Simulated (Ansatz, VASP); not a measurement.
## Hg4Te3: VASP beside Ansatz

```xyz
7
Lattice="4.7020 0.0000 0.0000 0.0000 4.7020 0.0000 0.0000 0.0000 24.9744" Properties=species:S:1:pos:R:3 pbc="T T T"
Hg    2.3510    2.3510    7.3930
Hg    0.0000    0.0000   10.8134
Hg    2.3510    2.3510   14.1610
Hg    0.0000    0.0000   17.5814
Te    2.3510    0.0000    9.1464
Te    0.0000    2.3510   12.4872
Te    2.3510    0.0000   15.8280
```

Alike in both runs: functional PBE; k mesh 8 × 8 × 1; occupations gaussian, width 0.1 eV; no spin polarisation.

Ansatz relaxed the structure, and its values are those at the end. VASP's run is a single point on that final structure, the one shown.

|  | VASP | Ansatz |
| --- | --- | --- |
| version | VASP 6.6.1 | Ansatz 0.2.0 |
| potentials or method | VASP PAW PBE potentials, release 64 (Hg, Te), cutoff 520 eV | scalar-relativistic, plane waves, PAW |
| valence electrons in the cell | 66 | 128 |

|  | VASP | Ansatz | Ansatz less VASP |
| --- | --- | --- | --- |
| gap on the k mesh at the Fermi level (eV) | none | none | - |
| rms of the force components (eV/Å) | 0.011 | 0.008 | -0.0026 |
| work function, face that differs most (eV) | 4.44 | 4.44 | 0.000 |

A gap of «none» marks a metal or a gap that the smearing closes. VASP's potentials hold 66 valence electrons a cell and Ansatz's 128, so a difference there can come from the potentials and not from the codes. Ansatz's warnings: xc potential rough in thin density.

Neither program's run includes spin-orbit coupling.
